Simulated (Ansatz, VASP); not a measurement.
**Ti5Si: VASP beside Ansatz**

```
Ti Si
1.0
     2.52284    1.45656    4.44090
    -2.52284    1.45656    4.44090
     0.00000   -2.91312    4.44090
Ti Si
5 1
Direct
  0.15144 0.15144 0.15144
  0.60535 0.39465 0.00000
  0.00000 0.60535 0.39465
  0.84856 0.84856 0.84856
  0.39465 0.00000 0.60535
  0.50000 0.50000 0.50000
```

Alike in both runs: task single point; functional r2SCAN; k mesh 6 × 6 × 6; occupations gaussian, width 0.1 eV; no spin polarisation.

|  | VASP | Ansatz |
| --- | --- | --- |
| version | VASP 6.6.1 | Ansatz 0.2.0 |
| potentials or method | VASP PAW PBE potentials, release 64 (Ti_sv, Si), cutoff 520 eV | scalar-relativistic, plane waves, PAW |
| valence electrons in the cell | 64 | 64 |

```csv
,VASP,Ansatz,Ansatz less VASP
gap on the k mesh at the Fermi level (eV),none,none,-
pressure (GPa),-0.8,-1.2,-0.41
"traceless stress, the component that is largest in VASP (GPa)",-0.25,-0.22,+0.032
rms of the force components (eV/Å),0.029,0.033,+0.0039
```

VASP's potentials were made for PBE, not for r2SCAN. Atom by atom the forces differ by 0.004 eV/Å (rms over components). A gap of «none» marks a metal or a gap that the smearing closes. The functional is the same, so the differences come from potentials, cutoffs and numerics.
